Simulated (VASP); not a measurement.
# Al (P6_3/mmc) in VASP: a series of runs

The runs below take Al through single point, with LDA.

Everything below comes from runs of VASP 6.6.1. Logs are shortened: lines on timing, memory, paths and dates and some standing lists are left out, and cuts for length are marked.

## (1) The cell of the first run

It takes space group P6_3/mmc (No. 194, hexagonal). Conventional cell: a = 2.709 Å, b = 2.709 Å, c = 8.803 Å, α = 90.00°, β = 90.00°, γ = 120.00°. Within 3.6 Å of Al (site symmetry -3m) lie 12 Al at 2.70 to 2.71 Å. Al (site symmetry -6m2) has 12 Al at 2.70 to 2.71 Å within 3.6 Å.

## (2) Single point, LDA

INCAR reads:

```
ALGO = Normal
EDIFF = 1E-6
ENCUT = 520
ISIF = 2
ISMEAR = -1
LASPH = True
LCHARG = True
LELF = True
LREAL = False
LVHAR = True
LWAVE = False
NBANDS = 14
NELM = 60
PREC = Accurate
SIGMA = 0.15
```

KPOINTS reads:

```
k-points
0
Gamma
  9 9 3
```

POSCAR reads:

```
Al
1.0
    2.7091425750      0.0000000000      0.0000000000
   -1.3545717667      2.3461867712      0.0000000000
    0.0000000000      0.0000000000      8.8027898534
Al
4
Direct
    0.0000000000      0.0000000000      0.0000000000
    0.3333333333      0.6666666667      0.2500000000
    0.0000000000      0.0000000000      0.5000000000
    0.6666666667      0.3333333333      0.7500000000
```

Potentials or basis: VASP PAW LDA potentials, release 64 (Al).

Started as:

```bash
$ cat potpaw_LDA.64/Al/POTCAR > POTCAR
$ mpirun -np 1 vasp_std > vasp.out
```

OUTCAR:

```text
EDIFF = 1E-6
   ENCUT = 520
   ISIF = 2
   ISMEAR = -1
   LASPH = True
   LREAL = False
   NELM = 60
   PREC = Accurate

 ion  position               nearest neighbor table
   1  0.000  0.000  0.000-   4 2.70   2 2.70   4 2.70   2 2.70   4 2.70   2 2.70
   2  0.333  0.667  0.250-   1 2.70   3 2.70   1 2.70   3 2.70   1 2.70   3 2.70
   3  0.000  0.000  0.500-   4 2.70   2 2.70   4 2.70   2 2.70   4 2.70   2 2.70
   4  0.667  0.333  0.750-   1 2.70   3 2.70   1 2.70   3 2.70   1 2.70   3 2.70

  LATTYP: Found a hexagonal cell.
 ALAT       =     2.7091425750
 C/A-ratio  =     3.2492899911

  Lattice vectors:

 A1 = (   2.7091425750,   0.0000000000,   0.0000000000)
 A2 = (  -1.3545717667,   2.3461867712,   0.0000000000)
 A3 = (   0.0000000000,   0.0000000000,   8.8027898534)

Analysis of symmetry for initial positions (statically):
=====================================================================
 Subroutine PRICEL returns:
 Original cell was already a primitive cell.

 Routine SETGRP: Setting up the symmetry group for a
 hexagonal supercell.

 Subroutine GETGRP returns: Found 24 space group operations
 (whereof 12 operations were pure point group operations)
 out of a pool of 24 trial point group operations.

The static configuration has the point symmetry D_3d.
 The point group associated with its full space group is D_6h.

Analysis of symmetry for dynamics (positions and initial velocities):
=====================================================================
 Subroutine PRICEL returns:
 Original cell was already a primitive cell.

 Routine SETGRP: Setting up the symmetry group for a
 hexagonal supercell.

 Subroutine GETGRP returns: Found 24 space group operations
 (whereof 12 operations were pure point group operations)
 out of a pool of 24 trial point group operations.

The dynamic configuration has the point symmetry D_3d.
 The point group associated with its full space group is D_6h.

 Subroutine INISYM returns: Found 24 space group operations
 (whereof 12 operations are pure point group operations),
 and found     1 'primitive' translations

----------------------------------------------------------------------------------------

                                     Primitive cell

  volume of cell :      55.9519

  direct lattice vectors                    reciprocal lattice vectors
     2.709142575  0.000000000  0.000000000     0.369120477  0.213111839  0.000000000
    -1.354571767  2.346186771  0.000000000     0.000000000  0.426223527  0.000000000
     0.000000000  0.000000000  8.802789853     0.000000000  0.000000000  0.113600349

  length of vectors
     2.709142575  2.709143229  8.802789853     0.426223630  0.426223527  0.113600349

  position of ions in fractional coordinates (direct lattice)
     0.000000000  0.000000000  0.000000000
     0.333333333  0.666666667  0.250000000
     0.000000000  0.000000000  0.500000000
     0.666666667  0.333333333  0.750000000

  ion indices of the primitive-cell ions
   primitive index   ion index
                 1           1
                 2           2
                 3           3
                 4           4

----------------------------------------------------------------------------------------

 KPOINTS: k-points

Automatic generation of k-mesh.
 Grid dimensions read from file:
 generate k-points for:    9    9    3

 Generating k-lattice:

  Cartesian coordinates                     Fractional coordinates (reciprocal lattice)
     0.041013386  0.023679093  0.000000000     0.111111111  0.000000000  0.000000000
     0.000000000  0.047358170  0.000000000     0.000000000  0.111111111  0.000000000
     0.000000000  0.000000000  0.037866783     0.000000000  0.000000000  0.333333333

  Length of vectors
     0.047358181  0.047358170  0.037866783

  Shift w.r.t. Gamma in fractional coordinates (k-lattice)
     0.000000000  0.000000000  0.000000000

 Subroutine IBZKPT returns following result:
 ===========================================

 Found     24 irreducible k-points:

 Following reciprocal coordinates:
            Coordinates               Weight
  0.000000  0.000000  0.000000      1.000000
  0.111111  0.000000  0.000000      6.000000
  0.222222  0.000000  0.000000      6.000000
  0.333333 -0.000000  0.000000      6.000000
  0.444444  0.000000  0.000000      6.000000
  0.111111  0.111111  0.000000      6.000000
[... 16 lines left out ...]
  0.333333  0.222222  0.333333     24.000000
  0.333333  0.333333  0.333333      4.000000
   k-points           NKPTS =     24   k-points in BZ     NKDIM =     24   number of bands    NBANDS=     14
   number of dos      NEDOS =    301   number of ions     NIONS =      4
   total plane-waves  NPLWV =  28000
   dimension x,y,z NGX =    20 NGY =   20 NGZ =   70
   dimension x,y,z NGXF=    40 NGYF=   40 NGZF=  140
   ions per type =               4
   NGX,Y,Z   is equivalent  to a cutoff of  12.27, 12.27, 13.22 a.u.
   NGXF,Y,Z  is equivalent  to a cutoff of  24.55, 24.55, 26.44 a.u.
 SYSTEM =  unknown system
   PREC   = accura    normal or accurate (medium, high low for compatibility)
   ISTART =      0    job   : 0-new  1-cont  2-samecut
   ICHARG =      2    charge: 1-file 2-atom 10-const
   ISPIN  =      1    spin polarized calculation?
   LNONCOLLINEAR =      F non collinear calculations
   LSORBIT =      F    spin-orbit coupling
   LASPH  =      T    aspherical Exc in radial PAW
   ENCUT  =  520.0 eV  38.22 Ry    6.18 a.u.   5.04  5.04 16.37*2*pi/ulx,y,z
   NELM   =     60;   NELMIN=  2; NELMDL= -5     # of ELM steps
   EDIFF  = 0.1E-05   stopping-criterion for ELM
   LREAL  =      F    real-space projection
   EDIFFG = 0.1E-04   stopping-criterion for IOM
   NSW    =      0    number of steps for IOM
   IBRION =     -1    ionic relax: 0-MD 1-quasi-New 2-CG
   NFREE  =      0    steps in history (QN), initial steepest desc. (CG)
   ISIF   =      2    stress and relaxation
   ISYM   =      2    0-nonsym 1-usesym 2-fastsym
   POTIM  = 0.5000    time-step for ionic-motion
   TEBEG  =    0.0;   TEEND  =   0.0 temperature during run
   PSTRESS=    0.0 pullay stress
   NELECT =      12.0000    total number of electrons
   NUPDOWN=      -1.0000    fix difference up-down
   EMIN   =  10.00;   EMAX   =-10.00  energy-range for DOS
   EFERMI =   0.00;   METHOD = LEGACY
   ISMEAR =    -1;   SIGMA  =   0.15  broadening in eV -4-tet -1-fermi 0-gaus
   EFERMI_NEDOS =   21; number of points for ismear=-14 and -15
   IALGO  =     38    algorithm
   IMIX   =      4    mixing-type and parameters
     AMIX     =   0.40;   BMIX     =  1.00
     AMIX_MAG =   1.60;   BMIX_MAG =  1.00
  volume/ion in A,a.u.               =      13.99        94.40
  Fermi-wavevector in a.u.,A,eV,Ry     =   0.979934  1.851807 13.065285  0.960271
  Thomas-Fermi vector in A             =   2.110826
   LORBIT       =      0    0 simple, 1 ext, 2 COOP (PROOUT), +10 PAW based schemes
   GGA     = CA    functional components
   LHFCALC =     F    Hartree Fock is set to
   AEXX    =    0.0000 exact exchange contribution
   IVDW    =     0    specifies the selected vdW correction
   LEPSILON=     F    determine dielectric tensor
   LRPA    =     F    only Hartree local field effects (RPA)
 non-spin polarized calculation
  energy-cutoff  :      520.00
  volume of cell :       55.95
 maximum number of plane-waves:      1533
   NGX = 11   NGY = 11   NGZ = 33

 number of electron      12.0000000 magnetization

 Free energy of the ion-electron system (eV)
  ---------------------------------------------------
  ext. energy  EPLUGINS =         0.00000000
  ---------------------------------------------------
  free energy    TOTEN  =       -16.46787378 eV

  energy without entropy =      -16.36336849  energy(sigma->0) =      -16.41562114

 E-fermi :   9.5359     XC(G=0): -10.9698

 val. band max:        9.4411112718   @ k =   0.3333   0.2222   0.3333
 cond. band min:       9.5881614972   @ k =   0.2222   0.2222   0.0000
 fundamental gap:      0.1470502255
 Fermi energy:         9.5359381599

 k-point     1 :       0.0000    0.0000    0.0000
  band No.  band energies     occupation
      1      -2.6702      2.00000
      2      -0.7888      2.00000
      3      -0.7743      2.00000
      4       4.4227      2.00000
      5       5.0543      2.00000
      6      13.4774      0.00000
      7      13.4975      0.00000
      8      21.3991      0.00000
      9      21.3991      0.00000
     10      21.4155      0.00000
     11      21.4155      0.00000
     12      22.3376      0.00000
     13      22.3475      0.00000
     14      22.4250      0.00000

 k-point     2 :       0.1111    0.0000    0.0000
  band No.  band energies     occupation
      1      -2.3398      2.00000
      2      -0.4638      2.00000
      3      -0.4491      2.00000
      4       4.7241      2.00000
      5       5.3706      2.00000
      6      13.7031      0.00000
      7      13.7482      0.00000
      8      17.3862      0.00000
      9      18.7847      0.00000
     10      18.9173      0.00000
     11      19.2320      0.00000
     12      20.7376      0.00000
     13      20.7539      0.00000
     14      20.7770      0.00000
[... 343 lines left out ...]
      1       3.6454      2.00000
      2       4.2344      2.00000
      3       6.2970      2.00000
      4       6.4034      2.00000
      5       7.3205      2.00000
      6       8.2380      1.99965
      7       9.0536      1.92282
      8       9.4411      1.30597
      9      10.2983      0.01233
     10      11.2459      0.00002
     11      12.5643      0.00000
     12      13.5912      0.00000
     13      14.2445      0.00000
     14      15.9173      0.00000

 k-point    24 :       0.3333    0.3333    0.3333
  band No.  band energies     occupation
      1       6.0535      2.00000
      2       6.0945      2.00000
      3       6.0945      2.00000
      4       6.5181      2.00000
      5       6.6987      2.00000
      6       6.6987      2.00000
      7       8.9944      1.94732
      8       8.9944      1.94732
      9       9.6081      0.76415
     10      11.0819      0.00007
     11      11.3674      0.00001
     12      11.3674      0.00001
     13      15.6876      0.00000
     14      15.6876      0.00000

------------------------ aborting loop because EDIFF is reached ----------------------------------------

  FORCE on cell =-STRESS in cart. coord.  units (eV):
  Direction    XX          YY          ZZ          XY          YZ          ZX
  --------------------------------------------------------------------------------------
  -------------------------------------------------------------------------------------
  Total        4.5856982      4.5857000      5.4290181     -0.0000009      0.0000000      0.0000000
  in kB      131.3110489    131.3111025    155.4594371     -0.0000268      0.0000000      0.0000000
  external PRESSURE =     139.3605295 kB  Pullay stress =       0.0000000 kB

 VOLUME and BASIS-vectors are now :
 -----------------------------------------------------------------------------
  energy-cutoff  :      520.00
  volume of cell :       55.95
      direct lattice vectors                 reciprocal lattice vectors
     2.709142575  0.000000000  0.000000000     0.369120477  0.213111839  0.000000000
    -1.354571767  2.346186771  0.000000000     0.000000000  0.426223527  0.000000000
     0.000000000  0.000000000  8.802789853     0.000000000  0.000000000  0.113600349

 POSITION                                       TOTAL-FORCE (eV/Angst)
 -----------------------------------------------------------------------------------
      0.00000      0.00000      0.00000        -0.000000     -0.000000     -0.000000
     -0.00000      1.56412      2.20070         0.000000     -0.000000     -0.000000
      0.00000      0.00000      4.40139        -0.000000     -0.000000     -0.000000
      1.35457      0.78206      6.60209         0.000000      0.000000      0.000000
 -----------------------------------------------------------------------------------
    total drift:                               -0.000000      0.000000     -0.000000

  FREE ENERGIE OF THE ION-ELECTRON SYSTEM (eV)
  ---------------------------------------------------
  free  energy   TOTEN  =       -16.4678737803 eV

  energy  without entropy=      -16.3633684937  energy(sigma->0) =      -16.41562114
```

Run time: 13 s. Hardware: 1 thread of AMD EPYC 7R13 (Zen 3), shared host; peak memory 0.11 GiB.

Results:

* Free energy: -16.4679 eV
* Pressure: 13.9 GPa
* Band gap on the k mesh: zero (band 6 reaches 13.87 eV, above the bottom of band 7 at 8.17 eV)

## (3) Single point, LDA

This run uses another cell than the first one, of 14.62 Å³/atom, 1.045 times its volume.

INCAR reads:

```
SYSTEM = Al
PREC     = Accurate       ! precision mode
ENCUT    = 520            ! plane-wave cutoff, eV
EDIFF    = 1E-7           ! SCF threshold, eV
ISMEAR   = -1             ! smearing method
SIGMA    = 0.15           ! smearing width, eV
LREAL    = .FALSE.        ! projectors in reciprocal space
LASPH    = .TRUE.         ! aspherical terms in the spheres
NELM     = 80             ! most SCF steps
ALGO     = Normal         ! electronic algorithm
ISIF     = 2              ! what is computed and relaxed
LWAVE    = .FALSE.        ! write WAVECAR
LCHARG   = .FALSE.        ! write CHGCAR
NBANDS   = 14             ! bands
```

KPOINTS reads:

```
regular mesh
0
G
  9 9 3
  0 0 0
```

POSCAR reads:

```
Al
1.0
    2.7495835011      0.0000000000      0.0000000000
   -1.3747922368      2.3812096476      0.0000000000
    0.0000000000      0.0000000000      8.9341941495
Al
4
Direct
    0.0000000000      0.0000000000      0.0000000000
    0.3333333333      0.6666666667      0.2500000000
    0.0000000000      0.0000000000      0.5000000000
    0.6666666667      0.3333333333      0.7500000000
```

Potentials or basis: VASP PAW LDA potentials, release 64 (Al).

Started as:

```bash
$ cat potpaw_LDA.64/Al/POTCAR > POTCAR
$ mpirun -np 1 vasp_std > vasp.out
```

It took 12 s on 1 thread of AMD EPYC 7R13 (Zen 3), shared host; peak memory 0.11 GiB.

Results (log left out):

- Free energy: -16.6416 eV
- Pressure: 8.2 GPa
- Band gap on the k mesh: zero (band 6 reaches 13.28 eV, above the bottom of band 7 at 7.68 eV)

Stress tensor (GPa, compression positive):
```
7.38 0.00 0.00
0.00 7.38 0.00
0.00 0.00 9.69
```

Levels at points of the mesh, in eV from the Fermi level:
| k point | band 1 | band 2 | band 3 | band 4 | band 5 | band 6 | band 7 | band 8 | band 9 | band 10 |
| --- | --- | --- | --- | --- | --- | --- | --- | --- | --- | --- |
| (0.00, 0.00, 0.00) | -11.89 | -10.06 | -10.05 | -4.94 | -4.43 | 3.84 | 3.86 | 11.50 | 11.50 | 11.58 |

(Continued in part 2 of 2.)
